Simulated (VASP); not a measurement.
# In (I4/mmm) in VASP: a series of runs

The runs below take In through single point, with r2SCAN.

All numbers are computed with VASP 6.6.1; they aren't measurements. Logs are shortened: lines on timing, memory, paths and dates and some standing lists are left out, and cuts for length are marked.

## 1. The cell of the first run

Symmetry: I4/mmm, No. 139, tetragonal system. The conventional cell has a = 3.251 Å, b = 3.251 Å, c = 4.947 Å, α = 90.00°, β = 90.00°, γ = 90.00°. In (site symmetry 4/mmm) has 12 In at 3.25 to 3.38 Å within 4.3 Å.

## 2. Single point, r2SCAN

File POSCAR:

```
In
1.0
   -1.6254700000      1.6254700000      2.4737000000
    1.6254700000     -1.6254700000      2.4737000000
    1.6254700000      1.6254700000     -2.4737000000
In
1
Direct
    0.0000000000      0.0000000000      0.0000000000
```

File INCAR.step1:

```
SYSTEM = In
PREC = Accurate
ENCUT = 520
ISMEAR = -1
SIGMA = 0.05
LREAL = .FALSE.
LASPH = .TRUE.
NELM = 100
NBANDS = 12
GGA = PE
ALGO = Normal
EDIFF = 1E-4
LWAVE = .TRUE.
LCHARG = .FALSE.
```

File INCAR.step2:

```
SYSTEM = In
PREC = Accurate
ENCUT = 520
EDIFF = 1E-6
ISMEAR = -1
SIGMA = 0.05
LREAL = .FALSE.
LASPH = .TRUE.
NELM = 100
ALGO = Normal
ISIF = 2
LWAVE = .FALSE.
LCHARG = .FALSE.
METAGGA = R2SCAN
LMIXTAU = .TRUE.
NBANDS = 12
ISTART = 1
```

File KPOINTS:

```
regular mesh
0
G
  11 11 11
  0 0 0
```

Potentials or basis: VASP PAW PBE potentials, release 64 (In_d).

Run with:

```bash
cat potpaw_PBE.64/In_d/POTCAR > POTCAR
cp INCAR.step1 INCAR
mpirun -np 1 vasp_std > vasp.out
cp INCAR.step2 INCAR
mpirun -np 1 vasp_std > vasp.out
```

OUTCAR:

```text
SYSTEM = In
   PREC = Accurate
   ENCUT = 520
   EDIFF = 1E-6
   ISMEAR = -1
   LREAL = .FALSE.
   LASPH = .TRUE.
   NELM = 100
   ISIF = 2
   METAGGA = R2SCAN
   ISTART = 1

 ion  position               nearest neighbor table
   1  0.000  0.000  0.000-

  LATTYP: Found a body centered tetragonal cell.
 ALAT       =     3.2509400000
 C/A-ratio  =     1.5218367611

  Lattice vectors:

 A1 = (  -1.6254700000,   1.6254700000,   2.4737000000)
 A2 = (   1.6254700000,  -1.6254700000,   2.4737000000)
 A3 = (   1.6254700000,   1.6254700000,  -2.4737000000)

Analysis of symmetry for initial positions (statically):
=====================================================================
 Subroutine PRICEL returns:
 Original cell was already a primitive cell.

 Routine SETGRP: Setting up the symmetry group for a
 body centered tetragonal supercell.

 Subroutine GETGRP returns: Found 16 space group operations
 (whereof 16 operations were pure point group operations)
 out of a pool of 16 trial point group operations.

The static configuration has the point symmetry D_4h.

Analysis of symmetry for dynamics (positions and initial velocities):
=====================================================================
 Subroutine PRICEL returns:
 Original cell was already a primitive cell.

 Routine SETGRP: Setting up the symmetry group for a
 body centered tetragonal supercell.

 Subroutine GETGRP returns: Found 16 space group operations
 (whereof 16 operations were pure point group operations)
 out of a pool of 16 trial point group operations.

The dynamic configuration has the point symmetry D_4h.

 Subroutine INISYM returns: Found 16 space group operations
 (whereof 16 operations are pure point group operations),
 and found     1 'primitive' translations

----------------------------------------------------------------------------------------

                                     Primitive cell

  volume of cell :      26.1436

  direct lattice vectors                    reciprocal lattice vectors
    -1.625470000  1.625470000  2.473700000     0.000000000  0.307603339  0.202126369
     1.625470000 -1.625470000  2.473700000     0.307603339  0.000000000  0.202126369
     1.625470000  1.625470000 -2.473700000     0.307603339  0.307603339  0.000000000

  length of vectors
     3.376906444  3.376906444  3.376906444     0.368069129  0.368069129  0.435016814

  position of ions in fractional coordinates (direct lattice)
     0.000000000  0.000000000  0.000000000

  ion indices of the primitive-cell ions
   primitive index   ion index
                 1           1

----------------------------------------------------------------------------------------

 KPOINTS: regular mesh

Automatic generation of k-mesh.
 Grid dimensions read from file:
 generate k-points for:   11   11   11

 Generating k-lattice:

  Cartesian coordinates                     Fractional coordinates (reciprocal lattice)
     0.000000000  0.027963940  0.018375124     0.090909091  0.000000000 -0.000000000
     0.027963940  0.000000000  0.018375124     0.000000000  0.090909091 -0.000000000
     0.027963940  0.027963940  0.000000000     0.000000000  0.000000000  0.090909091

  Length of vectors
     0.033460830  0.033460830  0.039546983

  Shift w.r.t. Gamma in fractional coordinates (k-lattice)
     0.000000000  0.000000000  0.000000000

 Subroutine IBZKPT returns following result:
 ===========================================

 Found    126 irreducible k-points:

 Following reciprocal coordinates:
            Coordinates               Weight
  0.000000  0.000000  0.000000      1.000000
  0.090909  0.000000 -0.000000      8.000000
  0.181818  0.000000 -0.000000      8.000000
  0.272727  0.000000 -0.000000      8.000000
  0.363636  0.000000 -0.000000      8.000000
  0.454545  0.000000 -0.000000      8.000000
[... 16 lines left out ...]
 -0.272727  0.181818 -0.000000     16.000000
 -0.181818  0.181818  0.000000      4.000000
 [... further k-points ...]
   k-points           NKPTS =    126   k-points in BZ     NKDIM =    126   number of bands    NBANDS=     12
   number of dos      NEDOS =    301   number of ions     NIONS =      1
   total plane-waves  NPLWV =  21952
   dimension x,y,z NGX =    28 NGY =   28 NGZ =   28
   dimension x,y,z NGXF=    56 NGYF=   56 NGZF=   56
   ions per type =               1
   NGX,Y,Z   is equivalent  to a cutoff of  13.78, 13.78, 13.78 a.u.
   NGXF,Y,Z  is equivalent  to a cutoff of  27.57, 27.57, 27.57 a.u.
 SYSTEM =  In
   PREC   = accura    normal or accurate (medium, high low for compatibility)
   ISTART =      1    job   : 0-new  1-cont  2-samecut
   ICHARG =      0    charge: 1-file 2-atom 10-const
   ISPIN  =      1    spin polarized calculation?
   LNONCOLLINEAR =      F non collinear calculations
   LSORBIT =      F    spin-orbit coupling
   LASPH  =      T    aspherical Exc in radial PAW
   ENCUT  =  520.0 eV  38.22 Ry    6.18 a.u.   6.28  6.28  6.28*2*pi/ulx,y,z
   NELM   =    100;   NELMIN=  2; NELMDL=  0     # of ELM steps
   EDIFF  = 0.1E-05   stopping-criterion for ELM
   LREAL  =      F    real-space projection
   EDIFFG = 0.1E-04   stopping-criterion for IOM
   NSW    =      0    number of steps for IOM
   IBRION =     -1    ionic relax: 0-MD 1-quasi-New 2-CG
   NFREE  =      0    steps in history (QN), initial steepest desc. (CG)
   ISIF   =      2    stress and relaxation
   ISYM   =      2    0-nonsym 1-usesym 2-fastsym
   POTIM  = 0.5000    time-step for ionic-motion
   TEBEG  =    0.0;   TEEND  =   0.0 temperature during run
   PSTRESS=    0.0 pullay stress
   NELECT =      13.0000    total number of electrons
   NUPDOWN=      -1.0000    fix difference up-down
   EMIN   =  10.00;   EMAX   =-10.00  energy-range for DOS
   EFERMI =   0.00;   METHOD = LEGACY
   ISMEAR =    -1;   SIGMA  =   0.05  broadening in eV -4-tet -1-fermi 0-gaus
   EFERMI_NEDOS =   21; number of points for ismear=-14 and -15
   IALGO  =     38    algorithm
   IMIX   =      4    mixing-type and parameters
     AMIX     =   0.40;   BMIX     =  1.00
     AMIX_MAG =   1.60;   BMIX_MAG =  1.00
  volume/ion in A,a.u.               =      26.14       176.43
  Fermi-wavevector in a.u.,A,eV,Ry     =   1.296983  2.450943 22.887245  1.682165
  Thomas-Fermi vector in A             =   2.428405
   LORBIT       =      0    0 simple, 1 ext, 2 COOP (PROOUT), +10 PAW based schemes
   METAGGA = R2SCAN    functional components
   LHFCALC =     F    Hartree Fock is set to
   AEXX    =    0.0000 exact exchange contribution
   IVDW    =     0    specifies the selected vdW correction
   LEPSILON=     F    determine dielectric tensor
   LRPA    =     F    only Hartree local field effects (RPA)
 non-spin polarized calculation
  energy-cutoff  :      520.00
  volume of cell :       26.14
 maximum number of plane-waves:       718
 NGX is ok and might be reduce to    28
   NGX = 13   NGY = 13   NGZ = 13

 number of electron      13.0000006 magnetization

 Free energy of the ion-electron system (eV)
  ---------------------------------------------------
  ext. energy  EPLUGINS =         0.00000000
  ---------------------------------------------------
  free energy    TOTEN  =       -22.57276718 eV

  energy without entropy =      -22.56953853  energy(sigma->0) =      -22.57115285

 E-fermi :   7.5363     XC(G=0): -11.0804

 val. band max:        7.4643474882   @ k =  -0.4545   0.4545   0.2727
 cond. band min:       7.5565842834   @ k =   0.3636   0.2727   0.1818
 fundamental gap:      0.0922367952
 Fermi energy:         7.5363240717

 k-point     1 :       0.0000    0.0000    0.0000
  band No.  band energies     occupation
      1      -7.8124      2.00000
      2      -7.7005      2.00000
      3      -7.7005      2.00000
      4      -7.6178      2.00000
      5      -7.5037      2.00000
      6      -2.5492      2.00000
      7      18.6565      0.00000
      8      18.6565      0.00000
      9      18.8804      0.00000
     10      19.6835      0.00000
     11      21.9868      0.00000
     12      22.2124      0.00000

 k-point     2 :       0.0909    0.0000   -0.0000
  band No.  band energies     occupation
      1      -7.7993      2.00000
      2      -7.7019      2.00000
      3      -7.6871      2.00000
      4      -7.6144      2.00000
      5      -7.5090      2.00000
      6      -2.3578      2.00000
      7      16.5332      0.00000
      8      18.3140      0.00000
      9      18.4150      0.00000
     10      19.4913      0.00000
     11      22.5653      0.00000
     12      22.7320      0.00000

 k-point     3 :       0.1818    0.0000   -0.0000
  band No.  band energies     occupation
      1      -7.7795      2.00000
      2      -7.7130      2.00000
      3      -7.6595      2.00000
      4      -7.5846      2.00000
      5      -7.5143      2.00000
      6      -1.7768      2.00000
      7      13.2308      0.00000
      8      17.3891      0.00000
      9      17.9582      0.00000
     10      19.4551      0.00000
     11      21.4531      0.00000
     12      23.9761      0.00000

 k-point     4 :       0.2727    0.0000   -0.0000
  band No.  band energies     occupation
      1      -7.7808      2.00000
      2      -7.7380      2.00000
      3      -7.6515      2.00000
      4      -7.5126      2.00000
      5      -7.4922      2.00000
      6      -0.7943      2.00000
      7      10.0671      0.00000
      8      16.5164      0.00000
      9      17.5655      0.00000
     10      19.4292      0.00000
     11      20.4592      0.00000
     12      23.0154      0.00000

 k-point     5 :       0.3636    0.0000   -0.0000
  band No.  band energies     occupation
      1      -7.7988      2.00000
      2      -7.7620      2.00000
      3      -7.6670      2.00000
      4      -7.4481      2.00000
      5      -7.4317      2.00000
      6       0.5909      2.00000
      7       7.1918      1.99797
      8      15.8566      0.00000
      9      17.3164      0.00000
     10      19.3993      0.00000
     11      19.8125      0.00000
     12      21.9547      0.00000
[... 228 lines left out ...]
      1      -7.8089      2.00000
      2      -7.7003      2.00000
      3      -7.6379      2.00000
      4      -7.5201      2.00000
      5      -7.3811      2.00000
      6       1.9383      2.00000
      7       6.8116      2.00000
      8      13.4080      0.00000
      9      13.9192      0.00000
     10      16.7746      0.00000
     11      22.3248      0.00000
     12      23.1489      0.00000

 k-point    22 :      -0.3636    0.1818    0.0000
  band No.  band energies     occupation
      1      -7.8106      2.00000
      2      -7.6918      2.00000
      3      -7.6197      2.00000
      4      -7.5473      2.00000
      5      -7.4246      2.00000
      6       0.4100      2.00000
      7       9.4948      0.00000
      8      13.8224      0.00000
      9      14.7425      0.00000
     10      16.9314      0.00000
     11      20.3906      0.00000
     12      23.4650      0.00000

 k-point    23 :      -0.2727    0.1818   -0.0000
  band No.  band energies     occupation
      1      -7.8015      2.00000
      2      -7.6659      2.00000
      3      -7.6115      2.00000
      4      -7.5858      2.00000
      5      -7.4920      2.00000
      6      -0.7322      2.00000
      7      12.4651      0.00000
      8      14.3547      0.00000
      9      15.7040      0.00000
     10      17.5303      0.00000
     11      18.6198      0.00000
     12      24.4522      0.00000

 k-point    24 :      -0.1818    0.1818    0.0000
  band No.  band energies     occupation
      1      -7.7761      2.00000
      2      -7.6722      2.00000
      3      -7.6227      2.00000
      4      -7.6167      2.00000
      5      -7.5292      2.00000
      6      -1.4736      2.00000
      7      15.0142      0.00000
      8      15.3441      0.00000
      9      16.1728      0.00000
     10      17.2115      0.00000
     11      19.6928      0.00000
     12      24.9461      0.00000

 [... further k-points ...]

------------------------ aborting loop because EDIFF is reached ----------------------------------------

  FORCE on cell =-STRESS in cart. coord.  units (eV):
  Direction    XX          YY          ZZ          XY          YZ          ZX
  --------------------------------------------------------------------------------------
  -------------------------------------------------------------------------------------
  Total        0.0654274      0.0654274     -0.0055177      0.0000000     -0.0000000      0.0000000
  in kB        4.0096423      4.0096423     -0.3381449      0.0000000     -0.0000000      0.0000000
  external PRESSURE =       2.5603799 kB  Pullay stress =       0.0000000 kB

 VOLUME and BASIS-vectors are now :
 -----------------------------------------------------------------------------
  energy-cutoff  :      520.00
  volume of cell :       26.14
      direct lattice vectors                 reciprocal lattice vectors
    -1.625470000  1.625470000  2.473700000     0.000000000  0.307603339  0.202126369
     1.625470000 -1.625470000  2.473700000     0.307603339  0.000000000  0.202126369
     1.625470000  1.625470000 -2.473700000     0.307603339  0.307603339  0.000000000

 POSITION                                       TOTAL-FORCE (eV/Angst)
 -----------------------------------------------------------------------------------
      0.00000      0.00000      0.00000        -0.000000     -0.000000      0.000000
 -----------------------------------------------------------------------------------
    total drift:                               -0.000000     -0.000000     -0.000000

  FREE ENERGIE OF THE ION-ELECTRON SYSTEM (eV)
  ---------------------------------------------------
  free  energy   TOTEN  =       -22.5727671774 eV

  energy  without entropy=      -22.5695385322  energy(sigma->0) =      -22.57115285
```

Wall time 2.4 min (1 thread of Intel Xeon Platinum 8259CL at 2.50GHz (Skylake/Cascade Lake), shared host); peak memory 0.18 GiB.

Results:

```yaml
Free_energy: -22.5728 eV
Pressure: 0.3 GPa
```

Levels at points of the mesh, in eV from the Fermi level:
```tsv
k point	band 4	band 5	band 6	band 7	band 8	band 9
(0.00, 0.00, 0.00)	-15.15	-15.04	-10.09	11.12	11.12	11.34
```

Caveat: the PAW data sets were made with another functional, which shifts forces and pressure a little; spin-orbit coupling is left out, which moves the levels of the heavy elements.

(Part 1 of 3 ends here.)
